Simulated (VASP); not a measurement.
# TaN (P3m1) in VASP: a series of runs

The runs below take TaN through single point, with PBEsol.

Everything below comes from runs of VASP 6.6.1. Logs are shortened: lines on timing, memory, paths and dates and some standing lists are left out, and cuts for length are marked.

### 1 The cell of the first run

Symmetry: P3m1, No. 156, trigonal system. Conventional cell: a = 2.924 Å, b = 2.924 Å, c = 2.871 Å, α = 90.00°, β = 90.00°, γ = 120.00°. Ta (site symmetry 3m) has 6 N at 2.14 to 2.30 Å and 8 Ta at 2.87 to 2.92 Å within 3.0 Å. Within 3.0 Å of N (site symmetry 3m) lie 6 Ta at 2.14 to 2.30 Å and 8 N at 2.87 to 2.92 Å.

### 2 Single point, PBEsol

Input file INCAR:

```
SYSTEM = TaN
  PREC = Accurate
  ENCUT = 520
  EDIFF = 1E-6
  ISMEAR = 0
  SIGMA = 0.15
  LREAL = .False.
  LASPH = .True.
  NELM = 80
  ALGO = Normal
  ISIF = 2
  LWAVE = .False.
  LCHARG = .False.
  GGA = PS
  NBANDS = 15
```

Input file KPOINTS:

```
Automatic mesh
0
Gamma
  24 24 20
  0 0 0
```

Input file POSCAR:

```
TaN
1.0
    2.9239890447      0.0000000000      0.0000000000
   -1.4619945224      2.5322487931      0.0000000000
    0.0000000000      0.0000000000      2.8707276427
Ta N
1 1
Direct
    0.3333333333      0.6666666667      0.5000000000
    0.0000000000      0.0000000000     -0.0435429673
```

Potentials or basis: VASP PAW PBE potentials, release 64 (Ta_pv, N).

Run with:

```console
$ cat potpaw_PBE.64/Ta_pv/POTCAR potpaw_PBE.64/N/POTCAR > POTCAR
$ mpirun -np 1 vasp_std > vasp.out
```

OUTCAR:

```text
SYSTEM = TaN
   PREC = Accurate
   ENCUT = 520
   EDIFF = 1E-6
   ISMEAR = 0
   LREAL = .False.
   LASPH = .True.
   NELM = 80
   ISIF = 2
   GGA = PS

 ion  position               nearest neighbor table
   1  0.333  0.667  0.500-   2 2.14   2 2.14   2 2.14   2 2.30   2 2.30   2 2.30
   2  0.000  0.000  0.956-   1 2.14   1 2.14   1 2.14   1 2.30   1 2.30   1 2.30

  LATTYP: Found a hexagonal cell.
 ALAT       =     2.9239890447
 C/A-ratio  =     0.9817846780

  Lattice vectors:

 A1 = (   2.9239890447,   0.0000000000,   0.0000000000)
 A2 = (  -1.4619945224,   2.5322487931,   0.0000000000)
 A3 = (   0.0000000000,   0.0000000000,   2.8707276427)

Analysis of symmetry for initial positions (statically):
=====================================================================
 Subroutine PRICEL returns:
 Original cell was already a primitive cell.

 Routine SETGRP: Setting up the symmetry group for a
 hexagonal supercell.

 Subroutine GETGRP returns: Found  6 space group operations
 (whereof  6 operations were pure point group operations)
 out of a pool of 24 trial point group operations.

The static configuration has the point symmetry C_3v.

Analysis of symmetry for dynamics (positions and initial velocities):
=====================================================================
 Subroutine PRICEL returns:
 Original cell was already a primitive cell.

 Routine SETGRP: Setting up the symmetry group for a
 hexagonal supercell.

 Subroutine GETGRP returns: Found  6 space group operations
 (whereof  6 operations were pure point group operations)
 out of a pool of 24 trial point group operations.

The dynamic configuration has the point symmetry C_3v.

 Subroutine INISYM returns: Found  6 space group operations
 (whereof  6 operations are pure point group operations),
 and found     1 'primitive' translations

----------------------------------------------------------------------------------------

                                     Primitive cell

  volume of cell :      21.2556

  direct lattice vectors                    reciprocal lattice vectors
     2.923989045  0.000000000  0.000000000     0.341998545  0.197452952  0.000000000
    -1.461994522  2.532248793  0.000000000     0.000000000  0.394905904  0.000000000
     0.000000000  0.000000000  2.870727643     0.000000000  0.000000000  0.348343739

  length of vectors
     2.923989045  2.923989045  2.870727643     0.394905904  0.394905904  0.348343739

  position of ions in fractional coordinates (direct lattice)
     0.333333333  0.666666667  0.500000000
     0.000000000  0.000000000  0.956457033

  ion indices of the primitive-cell ions
   primitive index   ion index
                 1           1
                 2           2

----------------------------------------------------------------------------------------

 KPOINTS: Automatic mesh

Automatic generation of k-mesh.
 Grid dimensions read from file:
 generate k-points for:   24   24   20

 Generating k-lattice:

  Cartesian coordinates                     Fractional coordinates (reciprocal lattice)
     0.014249939  0.008227206  0.000000000     0.041666667  0.000000000  0.000000000
     0.000000000  0.016454413  0.000000000     0.000000000  0.041666667  0.000000000
     0.000000000  0.000000000  0.017417187     0.000000000  0.000000000  0.050000000

  Length of vectors
     0.016454413  0.016454413  0.017417187

  Shift w.r.t. Gamma in fractional coordinates (k-lattice)
     0.000000000  0.000000000  0.000000000

 Subroutine IBZKPT returns following result:
 ===========================================

 Found   1103 irreducible k-points:

 Following reciprocal coordinates:
            Coordinates               Weight
  0.000000  0.000000  0.000000      1.000000
  0.041667  0.000000  0.000000      6.000000
  0.083333  0.000000  0.000000      6.000000
  0.125000 -0.000000  0.000000      6.000000
  0.166667  0.000000  0.000000      6.000000
  0.208333  0.000000  0.000000      6.000000
[... 16 lines left out ...]
  0.416667  0.041667  0.000000     12.000000
  0.458333  0.041667  0.000000     12.000000
 [... further k-points ...]
   k-points           NKPTS =   1103   k-points in BZ     NKDIM =   1103   number of bands    NBANDS=     15
   number of dos      NEDOS =    301   number of ions     NIONS =      2
   total plane-waves  NPLWV =  13824
   dimension x,y,z NGX =    24 NGY =   24 NGZ =   24
   dimension x,y,z NGXF=    48 NGYF=   48 NGZF=   48
   ions per type =               1   1
   NGX,Y,Z   is equivalent  to a cutoff of  13.65, 13.65, 13.90 a.u.
   NGXF,Y,Z  is equivalent  to a cutoff of  27.29, 27.29, 27.80 a.u.
 SYSTEM =  TaN
   PREC   = accura    normal or accurate (medium, high low for compatibility)
   ISTART =      0    job   : 0-new  1-cont  2-samecut
   ICHARG =      2    charge: 1-file 2-atom 10-const
   ISPIN  =      1    spin polarized calculation?
   LNONCOLLINEAR =      F non collinear calculations
   LSORBIT =      F    spin-orbit coupling
   LASPH  =      T    aspherical Exc in radial PAW
   ENCUT  =  520.0 eV  38.22 Ry    6.18 a.u.   5.44  5.44  5.34*2*pi/ulx,y,z
   NELM   =     80;   NELMIN=  2; NELMDL= -5     # of ELM steps
   EDIFF  = 0.1E-05   stopping-criterion for ELM
   LREAL  =      F    real-space projection
[... 7 lines left out ...]
   TEBEG  =    0.0;   TEEND  =   0.0 temperature during run
   PSTRESS=    0.0 pullay stress
   NELECT =      16.0000    total number of electrons
   NUPDOWN=      -1.0000    fix difference up-down
   EMIN   =  10.00;   EMAX   =-10.00  energy-range for DOS
   EFERMI =   0.00;   METHOD = LEGACY
   ISMEAR =     0;   SIGMA  =   0.15  broadening in eV -4-tet -1-fermi 0-gaus
   EFERMI_NEDOS =   21; number of points for ismear=-14 and -15
   IALGO  =     38    algorithm
   IMIX   =      4    mixing-type and parameters
     AMIX     =   0.40;   BMIX     =  1.00
     AMIX_MAG =   1.60;   BMIX_MAG =  1.00
  volume/ion in A,a.u.               =      10.63        71.72
  Fermi-wavevector in a.u.,A,eV,Ry     =   1.489213  2.814204 30.174390  2.217755
  Thomas-Fermi vector in A             =   2.602150
   LORBIT       =      0    0 simple, 1 ext, 2 COOP (PROOUT), +10 PAW based schemes
   GGA     = PS    functional components
   LHFCALC =     F    Hartree Fock is set to
   AEXX    =    0.0000 exact exchange contribution
   IVDW    =     0    specifies the selected vdW correction
   LEPSILON=     F    determine dielectric tensor
   LRPA    =     F    only Hartree local field effects (RPA)
 non-spin polarized calculation
 Gauss-broadening in eV      SIGMA  =   0.15
  energy-cutoff  :      520.00
  volume of cell :       21.26
 maximum number of plane-waves:       599
 NGX is ok and might be reduce to    24
   NGX = 11   NGY = 11   NGZ = 11

 number of electron      16.0000000 magnetization

 Free energy of the ion-electron system (eV)
  ---------------------------------------------------
  ext. energy  EPLUGINS =         0.00000000
  ---------------------------------------------------
  free energy    TOTEN  =       -23.68791037 eV

  energy without entropy =      -23.68719628  energy(sigma->0) =      -23.68755333

 E-fermi :   8.2670     XC(G=0): -13.5714

 val. band max:        8.2592457282   @ k =   0.0000   0.0417   0.4500
 cond. band min:       8.2757168758   @ k =   0.0000   0.0417   0.3500
 fundamental gap:      0.0164711476
 Fermi energy:         8.2669683055

 k-point     1 :       0.0000    0.0000    0.0000
  band No.  band energies     occupation
      1     -26.4805      2.00000
      2     -26.2081      2.00000
      3     -26.2081      2.00000
      4      -9.6009      2.00000
      5       3.4443      2.00000
      6       3.5083      2.00000
      7       3.5083      2.00000
      8       5.8838      2.00000
      9      10.5538      0.00000
     10      11.6512      0.00000
     11      11.6512      0.00000
     12      12.6933      0.00000
     13      12.6933      0.00000
     14      21.0161      0.00000
     15      21.7269      0.00000

 k-point     2 :       0.0417    0.0000    0.0000
  band No.  band energies     occupation
      1     -26.4780      2.00000
      2     -26.2286      2.00000
      3     -26.2124      2.00000
      4      -9.5629      2.00000
      5       3.2972      2.00000
      6       3.5371      2.00000
      7       3.5839      2.00000
      8       5.8427      2.00000
      9      10.6853      0.00000
     10      11.5882      0.00000
     11      11.6459      0.00000
     12      12.6847      0.00000
     13      12.7251      0.00000
     14      21.0397      0.00000
     15      21.7274      0.00000

 k-point     3 :       0.0833    0.0000    0.0000
  band No.  band energies     occupation
      1     -26.4707      2.00000
      2     -26.2884      2.00000
      3     -26.2251      2.00000
      4      -9.4513      2.00000
      5       2.9895      2.00000
      6       3.6212      2.00000
      7       3.6997      2.00000
      8       5.7262      2.00000
      9      11.0453      0.00000
     10      11.4006      0.00000
     11      11.6326      0.00000
     12      12.6609      0.00000
     13      12.8331      0.00000
     14      21.0964      0.00000
     15      21.7284      0.00000
[... 343 lines left out ...]
 k-point    23 :       0.4167    0.0417    0.0000
  band No.  band energies     occupation
      1     -27.2699      2.00000
      2     -26.4598      2.00000
      3     -26.3301      2.00000
      4      -7.3354      2.00000
      5      -0.0316      2.00000
      6       3.0493      2.00000
      7       4.5369      2.00000
      8       5.2314      2.00000
      9      11.2396      0.00000
     10      11.7526      0.00000
     11      13.1405      0.00000
     12      13.6832      0.00000
     13      16.1778      0.00000
     14      20.4756      0.00000
     15      21.7233      0.00000

 k-point    24 :       0.4583    0.0417    0.0000
  band No.  band energies     occupation
      1     -27.3036      2.00000
      2     -26.4683      2.00000
      3     -26.3248      2.00000
      4      -7.2489      2.00000
      5      -0.1069      2.00000
      6       2.9816      2.00000
      7       4.4998      2.00000
      8       5.2293      2.00000
      9      11.2347      0.00000
     10      12.1479      0.00000
     11      12.9645      0.00000
     12      13.7558      0.00000
     13      16.5138      0.00000
     14      19.9117      0.00000
     15      21.7165      0.00000

 [... further k-points ...]
[... 5 lines left out ...]
  --------------------------------------------------------------------------------------
  -------------------------------------------------------------------------------------
  Total        0.5198996      0.5198996      0.6772706     -0.0000000      0.0000000     -0.0000000
  in kB       39.1882587     39.1882587     51.0503498     -0.0000000      0.0000000     -0.0000000
  external PRESSURE =      43.1422890 kB  Pullay stress =       0.0000000 kB

 VOLUME and BASIS-vectors are now :
 -----------------------------------------------------------------------------
  energy-cutoff  :      520.00
  volume of cell :       21.26
      direct lattice vectors                 reciprocal lattice vectors
     2.923989045  0.000000000  0.000000000     0.341998545  0.197452952  0.000000000
    -1.461994522  2.532248793  0.000000000     0.000000000  0.394905904  0.000000000
     0.000000000  0.000000000  2.870727643     0.000000000  0.000000000  0.348343739

 POSITION                                       TOTAL-FORCE (eV/Angst)
 -----------------------------------------------------------------------------------
     -0.00000      1.68817      1.43536        -0.000000      0.000000     -1.919824
      0.00000      0.00000      2.74573         0.000000     -0.000000      1.919824
 -----------------------------------------------------------------------------------
    total drift:                                0.000000     -0.000000     -0.000036

  FREE ENERGIE OF THE ION-ELECTRON SYSTEM (eV)
  ---------------------------------------------------
  free  energy   TOTEN  =       -23.6879103681 eV

  energy  without entropy=      -23.6871962821  energy(sigma->0) =      -23.68755333
```

Run time: 2.8 min. Hardware: 1 thread of Intel Xeon Platinum 8259CL at 2.50GHz (Skylake/Cascade Lake), shared host; peak memory 0.45 GiB.

What came out:

| Property | Result |
| --- | --- |
| Free energy | -23.6879 eV |
| Pressure | 4.3 GPa |
| Largest force | 1.920 eV/Å |
| Band gap on the k mesh | zero (bands 8 and 9 overlap by 0.50 eV) |

Forces on the atoms (eV/Å):
```
Ta   0.000  0.000 -1.920
N    0.000  0.000  1.920
```

Stress tensor (GPa, compression positive):
```
3.92 0.00 0.00
0.00 3.92 0.00
0.00 0.00 5.11
```

Caveat: the cell differs from its parent crystal (all N atoms moved +0.125 Å, as atom 2 towards its neighbour atom 2 (N) at 2.871 Å); the cell stands under pressure; the PAW data sets were made with another functional, which shifts forces and pressure a little; spin-orbit coupling is left out, which moves the levels of the heavy elements.

### 3 Single point, PBEsol

Input file INCAR:

```
PREC = Accurate ; ENCUT = 520
EDIFF = 1E-6 ; ISMEAR = 0
SIGMA = 0.15 ; LREAL = False
LASPH = True ; NELM = 80
ALGO = Normal ; ISIF = 2
LWAVE = False ; LCHARG = False
GGA = PS ; NBANDS = 15
```

Input file KPOINTS:

```
regular mesh
0
Gamma
  24 24 20
```

Edit POSCAR of step 2 so:

```diff
@@ -9,2 +9,2 @@
     0.3333333333      0.6666666667      0.5000000000
-    0.0000000000      0.0000000000     -0.0435429673
+    0.0000000000      0.0000000000     -0.0261257804
```

Potentials or basis: VASP PAW PBE potentials, release 64 (Ta_pv, N).

Run with:

```console
$ cat potpaw_PBE.64/Ta_pv/POTCAR potpaw_PBE.64/N/POTCAR > POTCAR
$ mpirun -np 1 vasp_std > vasp.out
```

Wall time 2.8 min (1 thread of Intel Xeon Platinum 8259CL at 2.50GHz (Skylake/Cascade Lake), shared host); peak memory 0.45 GiB.

It converged, with:

| Property | Result |
| --- | --- |
| Free energy | -23.7638 eV |
| Pressure | 2.1 GPa |
| Largest force | 1.126 eV/Å |
| Band gap on the k mesh | zero (bands 8 and 9 overlap by 0.51 eV) |

Forces on the atoms (eV/Å):
```
Ta   0.000  0.000 -1.126
N    0.000  0.000  1.126
```

Stress tensor (GPa, compression positive):
```
1.89 0.00 0.00
0.00 1.89 0.00
0.00 0.00 2.51
```

Levels at points of the mesh, in eV from the Fermi level:
```csv
k point,band 6,band 7,band 8,band 9,band 10,band 11
"(0.00, 0.00, 0.00)",-4.65,-4.50,-2.68,2.33,3.54,3.54
"(0.50, 0.00, 0.00)",-5.26,-3.51,-3.22,3.10,4.10,5.09
"(0.00, 0.00, 0.50)",-3.84,-3.84,-0.07,-0.07,2.53,3.40
"(0.50, 0.00, 0.50)",-6.21,-5.77,-0.30,4.24,5.46,6.21
```

Caveat: the cell differs from its parent crystal (all N atoms moved +0.075 Å, as atom 2 towards its neighbour atom 2 (N) at 2.871 Å); the PAW data sets were made with another functional, which shifts forces and pressure a little; spin-orbit coupling is left out, which moves the levels of the heavy elements.

(Continued in part 2 of 2.)
